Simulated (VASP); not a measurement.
# Pt (I4/mmm) in VASP: further runs

Pt is run at these levels: PBE+D3(BJ), PBE+D4; tasks: single point.

Everything below comes from runs of VASP 6.6.1. Logs are shortened: lines on timing, memory, paths and dates and some standing lists are left out, and cuts for length are marked.

## Step 1: The cell of the first run

Symmetry: I4/mmm, No. 139, tetragonal system. The conventional cell has a = 3.370 Å, b = 3.370 Å, c = 2.721 Å, α = 90.00°, β = 90.00°, γ = 90.00°. Pt (site symmetry 4/mmm) has 14 Pt at 2.72 to 3.37 Å within 3.6 Å.

## Step 2: Single point, PBE+D3(BJ)

Contents of INCAR:

```
SYSTEM = Pt
  ALGO = Normal
  EDIFF = 1E-6
  ENCUT = 520
  GGA = PE
  ISIF = 2
  ISMEAR = -1
  IVDW = 12
  LASPH = .True.
  LCHARG = .True.
  LELF = .True.
  LREAL = .False.
  LVHAR = .True.
  LWAVE = .False.
  NBANDS = 11
  NELM = 100
  PREC = Accurate
  SIGMA = 0.05
```

Contents of KPOINTS:

```
k-points
0
Gamma
  12 12 12
  0 0 0
```

Contents of POSCAR:

```
Pt
1.0
   -1.6854506969      1.3595106375      1.6850633524
    1.6854527010     -1.3601045883      1.6845855674
    1.6841001526      1.3617716350     -1.6845829303
Pt
1
Direct
    0.0000000000      0.0000000000      0.0000000000
```

Potentials or basis: VASP PAW PBE potentials, release 64 (Pt).

Run with:

```
$ cat potpaw_PBE.64/Pt/POTCAR > POTCAR
$ mpirun -np 1 vasp_std > vasp.out
```

OUTCAR:

```text
SYSTEM = Pt
   EDIFF = 1E-6
   ENCUT = 520
   GGA = PE
   ISIF = 2
   ISMEAR = -1
   IVDW = 12
   LASPH = .True.
   LREAL = .False.
   NELM = 100
   PREC = Accurate
 IVDW          = 12

 ion  position               nearest neighbor table
   1  0.000  0.000  0.000-

  LATTYP: Found a body centered orthorhombic cell.
 ALAT       =     2.7212826500
 B/A-ratio  =     1.2382224485
 C/A-ratio  =     1.2382576180

  Lattice vectors:

 A1 = (   1.6841021567,   1.3611776842,   1.6850659895)
 A2 = (  -1.6841001526,  -1.3617716350,   1.6845829303)
 A3 = (   1.6854506969,  -1.3595106375,  -1.6850633524)

Analysis of symmetry for initial positions (statically):
=====================================================================
 Subroutine PRICEL returns:
 Original cell was already a primitive cell.

 Routine SETGRP: Setting up the symmetry group for a
 body centered orthorhombic supercell.

 Subroutine GETGRP returns: Found  8 space group operations
 (whereof  8 operations were pure point group operations)
 out of a pool of  8 trial point group operations.

The static configuration has the point symmetry D_2h.

Analysis of symmetry for dynamics (positions and initial velocities):
=====================================================================
 Subroutine PRICEL returns:
 Original cell was already a primitive cell.

 Routine SETGRP: Setting up the symmetry group for a
 body centered orthorhombic supercell.

 Subroutine GETGRP returns: Found  8 space group operations
 (whereof  8 operations were pure point group operations)
 out of a pool of  8 trial point group operations.

The dynamic configuration has the point symmetry D_2h.

 Subroutine INISYM returns: Found  8 space group operations
 (whereof  8 operations are pure point group operations),
 and found     1 'primitive' translations

----------------------------------------------------------------------------------------

                                     Primitive cell

  volume of cell :      15.4490

  direct lattice vectors                    reciprocal lattice vectors
    -1.685450697  1.359510637  1.685063352    -0.000182010  0.367421329  0.296831585
     1.685452701 -1.360104588  1.684585567     0.296775003  0.000094894  0.296766662
     1.684100153  1.361771635 -1.684582930     0.296593406  0.367621008  0.000064622

  length of vectors
     2.743802421  2.743804627  2.743799366     0.472342520  0.419697347  0.472348238

  position of ions in fractional coordinates (direct lattice)
     0.000000000  0.000000000  0.000000000

  ion indices of the primitive-cell ions
   primitive index   ion index
                 1           1

----------------------------------------------------------------------------------------

 KPOINTS: k-points

Automatic generation of k-mesh.
 Grid dimensions read from file:
 generate k-points for:   12   12   12

 Generating k-lattice:

  Cartesian coordinates                     Fractional coordinates (reciprocal lattice)
    -0.000015167  0.030618444  0.024735965     0.083333333  0.000000000  0.000000000
     0.024731250  0.000007908  0.024730555     0.000000000  0.083333333  0.000000000
     0.024716117  0.030635084  0.000005385    -0.000000000  0.000000000  0.083333333

  Length of vectors
     0.039361877  0.034974779  0.039362353

  Shift w.r.t. Gamma in fractional coordinates (k-lattice)
     0.000000000  0.000000000  0.000000000

 Subroutine IBZKPT returns following result:
 ===========================================

 Found    280 irreducible k-points:

 Following reciprocal coordinates:
            Coordinates               Weight
  0.000000  0.000000  0.000000      1.000000
  0.083333 -0.000000 -0.000000      4.000000
  0.166667 -0.000000  0.000000      4.000000
  0.250000  0.000000  0.000000      4.000000
  0.333333 -0.000000 -0.000000      4.000000
  0.416667 -0.000000  0.000000      4.000000
[... 16 lines left out ...]
  0.250000  0.166667  0.000000      8.000000
  0.333333  0.166667  0.000000      8.000000
 [... further k-points ...]
   k-points           NKPTS =    280   k-points in BZ     NKDIM =    280   number of bands    NBANDS=     11
   number of dos      NEDOS =    301   number of ions     NIONS =      1
   total plane-waves  NPLWV =   8000
   dimension x,y,z NGX =    20 NGY =   20 NGZ =   20
   dimension x,y,z NGXF=    40 NGYF=   40 NGZF=   40
   ions per type =               1
   NGX,Y,Z   is equivalent  to a cutoff of  12.12, 12.12, 12.12 a.u.
   NGXF,Y,Z  is equivalent  to a cutoff of  24.24, 24.24, 24.24 a.u.
 SYSTEM =  Pt
   PREC   = accura    normal or accurate (medium, high low for compatibility)
   ISTART =      0    job   : 0-new  1-cont  2-samecut
   ICHARG =      2    charge: 1-file 2-atom 10-const
   ISPIN  =      1    spin polarized calculation?
   LNONCOLLINEAR =      F non collinear calculations
   LSORBIT =      F    spin-orbit coupling
   LASPH  =      T    aspherical Exc in radial PAW
   ENCUT  =  520.0 eV  38.22 Ry    6.18 a.u.   5.10  5.10  5.10*2*pi/ulx,y,z
   NELM   =    100;   NELMIN=  2; NELMDL= -5     # of ELM steps
   EDIFF  = 0.1E-05   stopping-criterion for ELM
   LREAL  =      F    real-space projection
   EDIFFG = 0.1E-04   stopping-criterion for IOM
   NSW    =      0    number of steps for IOM
   IBRION =     -1    ionic relax: 0-MD 1-quasi-New 2-CG
   NFREE  =      0    steps in history (QN), initial steepest desc. (CG)
   ISIF   =      2    stress and relaxation
   ISYM   =      2    0-nonsym 1-usesym 2-fastsym
   POTIM  = 0.5000    time-step for ionic-motion
   TEBEG  =    0.0;   TEEND  =   0.0 temperature during run
   PSTRESS=    0.0 pullay stress
   NELECT =      10.0000    total number of electrons
   NUPDOWN=      -1.0000    fix difference up-down
   EMIN   =  10.00;   EMAX   =-10.00  energy-range for DOS
   EFERMI =   0.00;   METHOD = LEGACY
   ISMEAR =    -1;   SIGMA  =   0.05  broadening in eV -4-tet -1-fermi 0-gaus
   EFERMI_NEDOS =   21; number of points for ismear=-14 and -15
   IALGO  =     38    algorithm
   IMIX   =      4    mixing-type and parameters
     AMIX     =   0.40;   BMIX     =  1.00
     AMIX_MAG =   1.60;   BMIX_MAG =  1.00
  volume/ion in A,a.u.               =      15.45       104.26
  Fermi-wavevector in a.u.,A,eV,Ry     =   1.416146  2.676127 27.286059  2.005469
  Thomas-Fermi vector in A             =   2.537511
   LORBIT       =      0    0 simple, 1 ext, 2 COOP (PROOUT), +10 PAW based schemes
   GGA     = PE    functional components
   LHFCALC =     F    Hartree Fock is set to
   AEXX    =    0.0000 exact exchange contribution
   IVDW    =    12    specifies the selected vdW correction
   LEPSILON=     F    determine dielectric tensor
   LRPA    =     F    only Hartree local field effects (RPA)
 non-spin polarized calculation
  energy-cutoff  :      520.00
  volume of cell :       15.45
 maximum number of plane-waves:       428
   NGX = 11   NGY = 11   NGZ = 11

 number of electron      10.0000004 magnetization

 Free energy of the ion-electron system (eV)
  ---------------------------------------------------
  ext. energy  EPLUGINS =         0.00000000
  ---------------------------------------------------
  free energy    TOTEN  =        -6.10005219 eV

  energy without entropy =       -6.09026892  energy(sigma->0) =       -6.09516056

 E-fermi :  10.8114     XC(G=0): -13.3321

 val. band max:       10.8073792466   @ k =  -0.4167  -0.4167   0.1667
 cond. band min:      10.8231001500   @ k =   0.5000  -0.3333   0.1667
 fundamental gap:      0.0157209034
 Fermi energy:        10.8113792470

 k-point     1 :       0.0000    0.0000    0.0000
  band No.  band energies     occupation
      1       0.8610      2.00000
      2       5.9271      2.00000
      3       7.6325      2.00000
      4       7.9848      2.00000
      5       7.9849      2.00000
      6      10.3862      1.99959
      7      26.3441      0.00000
      8      26.3445      0.00000
      9      31.4364      0.00000
     10      35.9739      0.00000
     11      35.9751      0.00000

 k-point     2 :       0.0833   -0.0000   -0.0000
  band No.  band energies     occupation
      1       1.1833      2.00000
      2       6.0244      2.00000
      3       7.6743      2.00000
      4       7.9316      2.00000
      5       7.9659      2.00000
      6      10.2455      1.99998
      7      26.7334      0.00000
      8      26.8431      0.00000
      9      30.7523      0.00000
     10      34.1994      0.00000
     11      35.5173      0.00000

 k-point     3 :       0.1667   -0.0000    0.0000
  band No.  band energies     occupation
      1       2.0851      2.00000
      2       6.0996      2.00000
      3       7.3716      2.00000
      4       8.0480      2.00000
      5       8.4114      2.00000
      6       9.9360      2.00000
      7      27.3089      0.00000
      8      28.1900      0.00000
      9      28.9528      0.00000
     10      33.5307      0.00000
     11      33.8895      0.00000

 k-point     4 :       0.2500    0.0000    0.0000
  band No.  band energies     occupation
      1       3.2608      2.00000
      2       5.8341      2.00000
      3       7.2009      2.00000
      4       8.7542      2.00000
      5       9.1775      2.00000
      6       9.6358      2.00000
      7      25.6781      0.00000
      8      27.8963      0.00000
      9      29.5494      0.00000
     10      31.8883      0.00000
     11      32.8231      0.00000
[... 239 lines left out ...]
 k-point    22 :       0.1667    0.1667    0.0000
  band No.  band energies     occupation
      1       3.5524      2.00000
      2       6.0343      2.00000
      3       6.9367      2.00000
      4       8.1363      2.00000
      5       9.6516      2.00000
      6      10.1585      2.00000
      7      23.1390      0.00000
      8      27.5057      0.00000
      9      29.4572      0.00000
     10      30.8534      0.00000
     11      35.3877      0.00000

 k-point    23 :       0.2500    0.1667    0.0000
  band No.  band energies     occupation
      1       4.5039      2.00000
      2       5.7404      2.00000
      3       6.9359      2.00000
      4       8.9952      2.00000
      5       9.4296      2.00000
      6      11.4980      0.00000
      7      21.7036      0.00000
      8      25.2435      0.00000
      9      27.7185      0.00000
     10      31.6226      0.00000
     11      35.9181      0.00000

 k-point    24 :       0.3333    0.1667    0.0000
  band No.  band energies     occupation
      1       4.5718      2.00000
      2       5.4879      2.00000
      3       7.9376      2.00000
      4       9.2553      2.00000
      5      10.0054      2.00000
      6      13.0303      0.00000
      7      19.8908      0.00000
      8      22.8454      0.00000
      9      26.1006      0.00000
     10      33.1272      0.00000
     11      35.2797      0.00000

 [... further k-points ...]

------------------------ aborting loop because EDIFF is reached ----------------------------------------

 Edisp (eV)   -0.76009

 E8    (eV) :    -0.3485

  FORCE on cell =-STRESS in cart. coord.  units (eV):
  Direction    XX          YY          ZZ          XY          YZ          ZX
  --------------------------------------------------------------------------------------
  -------------------------------------------------------------------------------------
  Total      -0.26862    -0.26659    -0.26871    -0.00000     0.00000    -0.00000
  in kB     -27.85779   -27.64696   -27.86689    -0.00006     0.00003    -0.00004
  external pressure =      -27.79 kB  Pullay stress =        0.00 kB

 VOLUME and BASIS-vectors are now :
 -----------------------------------------------------------------------------
  energy-cutoff  :      520.00
  volume of cell :       15.45
      direct lattice vectors                 reciprocal lattice vectors
    -1.685450697  1.359510637  1.685063352    -0.000182010  0.367421329  0.296831585
     1.685452701 -1.360104588  1.684585567     0.296775003  0.000094894  0.296766662
     1.684100153  1.361771635 -1.684582930     0.296593406  0.367621008  0.000064622

 POSITION                                       TOTAL-FORCE (eV/Angst)
 -----------------------------------------------------------------------------------
      0.00000      0.00000      0.00000         0.000000     -0.000000     -0.000000
 -----------------------------------------------------------------------------------
    total drift:                                0.000000      0.000000      0.000000

  FREE ENERGIE OF THE ION-ELECTRON SYSTEM (eV)
  ---------------------------------------------------
  free  energy   TOTEN  =        -6.8601377765 eV

  energy  without entropy=       -6.8503545077  energy(sigma->0) =       -6.85524614
```

Run time: 32 s. Hardware: 1 thread of Intel Xeon 8259CL, shared host; peak memory 0.17 GiB.

What came out:

- Free energy: -6.8601 eV
- Pressure: -2.8 GPa
- Band gap on the k mesh: zero (bands 5 and 6 overlap by 2.03 eV)
- Dispersion energy per atom: -0.760 eV

Caveat: three body term missing; spin-orbit coupling is left out, which moves the levels of the heavy elements.

## Step 3: Single point, PBE+D3(BJ)

This run uses another cell than the first one, of 15.32 Å³/atom.

Contents of INCAR:

```
SYSTEM = Pt
  PREC = Accurate
  ENCUT = 520
  EDIFF = 1E-6
  ISMEAR = -1
  SIGMA = 0.05
  LREAL = .False.
  LASPH = .True.
  NELM = 80
  ALGO = Normal
  ISIF = 2
  LWAVE = .False.
  LCHARG = .False.
  GGA = PE
  IVDW = 12
  NBANDS = 11
```

Contents of KPOINTS:

```
regular mesh
0
Gamma
  12 12 12
  0 0 0
```

Contents of POSCAR:

```
Pt
1.0
   -1.6799127946      1.3569756260      1.6794865039
    1.6798949357     -1.3575678210      1.6789966075
    1.6785844322      1.3592292101     -1.6790143434
Pt
1
Direct
    0.0000000000      0.0000000000      0.0000000000
```

Potentials or basis: VASP PAW PBE potentials, release 64 (Pt).

Run with:

```
$ cat potpaw_PBE.64/Pt/POTCAR > POTCAR
$ mpirun -np 1 vasp_std > vasp.out
```

It took 31 s on 1 thread of Intel Xeon 8259CL, shared host; peak memory 0.18 GiB.

It converged, with:

- Free energy: -6.8614 eV
- Pressure: -0.6 GPa
- Band gap on the k mesh: zero (bands 5 and 6 overlap by 2.06 eV)
- Dispersion energy per atom: -0.767 eV

Levels at points of the mesh, in eV from the Fermi level:
| k point | band 1 | band 2 | band 3 | band 4 | band 5 | band 6 | band 7 | band 8 | band 9 | band 10 |
| --- | --- | --- | --- | --- | --- | --- | --- | --- | --- | --- |
| (0.00, 0.00, 0.00) | -10.04 | -4.94 | -3.21 | -2.87 | -2.87 | -0.43 | 15.54 | 15.54 | 20.61 | 25.28 |
| (0.50, 0.00, 0.00) | -7.02 | -5.89 | -1.64 | 0.33 | 0.57 | 0.65 | 7.29 | 12.51 | 14.28 | 23.08 |
| (0.00, 0.50, 0.00) | -7.40 | -3.71 | -3.32 | -1.58 | -0.87 | 0.58 | 5.13 | 14.90 | 19.73 | 20.49 |
| (0.50, 0.00, 0.50) | -7.40 | -3.71 | -3.32 | -1.58 | -0.87 | 0.58 | 5.13 | 14.90 | 19.73 | 20.49 |
| (0.50, 0.50, 0.50) | -6.90 | -6.60 | 0.18 | 0.18 | 0.73 | 5.48 | 5.48 | 11.82 | 12.40 | 16.90 |

Caveat: spin-orbit coupling is left out, which moves the levels of the heavy elements.

## Step 4: Single point, PBE+D4

This run uses another cell than the first one, of 15.38 Å³/atom.

Contents of INCAR:

```
PREC = Accurate ; ENCUT = 520
EDIFF = 1E-6 ; ISMEAR = -1
SIGMA = 0.05 ; LREAL = F
LASPH = T ; NELM = 80
ALGO = Normal ; ISIF = 2
LWAVE = F ; LCHARG = T
GGA = PE ; IVDW = 13
LELF = T ; LVHAR = T
NBANDS = 11
```

Contents of KPOINTS:

```
Automatic mesh
0
Gamma
  12 12 12
```

Contents of POSCAR:

```
Pt
1.0
   -1.6825600279      1.3578258975      1.6821286932
    1.6825584947     -1.3584161440      1.6816471990
    1.6812093334      1.3600718494     -1.6816486549
Pt
1
Direct
    0.0000000000      0.0000000000      0.0000000000
```

Run with:

```
$ cat potpaw_PBE.64/Pt/POTCAR > POTCAR
$ mpirun -np 1 vasp_std > vasp.out
```

It took 21 s on 1 thread of Intel Xeon 8259CL, shared host; peak memory 0.15 GiB.

The run converged. Its results:

```yaml
Free_energy: -6.8564 eV
Pressure: -0.6 GPa
Band_gap_on_the_k_mesh: zero (bands 5 and 6 overlap by 2.05 eV)
Dispersion_energy_per_atom: -0.759 eV
```

Levels at points of the mesh, in eV from the Fermi level:
```csv
k point,band 1,band 2,band 3,band 4,band 5,band 6,band 7,band 8,band 9,band 10
"(0.00, 0.00, 0.00)",-10.00,-4.92,-3.20,-2.85,-2.85,-0.43,15.53,15.53,20.62,25.23
"(0.50, 0.00, 0.00)",-6.98,-5.86,-1.63,0.34,0.56,0.67,7.26,12.51,14.25,23.02
"(0.00, 0.50, 0.00)",-7.36,-3.68,-3.31,-1.58,-0.86,0.57,5.09,14.92,19.71,20.46
"(0.50, 0.50, 0.50)",-6.86,-6.56,0.18,0.18,0.72,5.47,5.47,11.76,12.41,16.85
```

Caveat: spin-orbit coupling is left out, which moves the levels of the heavy elements.

## Step 5: The runs side by side

| level | cell | gap on the mesh (eV) | pressure (GPa) |
| --- | --- | --- | --- |
| PBE+D3(BJ) | a = 2.744 Å, angles 104.2, 120.5, 104.2°, 1 atom | none | -2.8 |
| PBE+D3(BJ) | a = 2.736 Å, angles 104.3, 120.5, 104.3°, 1 atom | none | -0.6 |
| PBE+D4 | a = 2.739 Å, angles 104.2, 120.5, 104.2°, 1 atom | none | -0.6 |

Alike in all rows: task single point; potentials or basis VASP PAW PBE potentials, release 64 (Pt); no spin polarisation; k mesh 12 × 12 × 12; cutoff (eV) 520; smearing fermi-dirac 0.05 eV.

Caveats: spin-orbit coupling is left out, which moves the levels of the heavy elements; three body term missing (at least some runs).

Absolute energies hang on the potentials; compare differences alone.
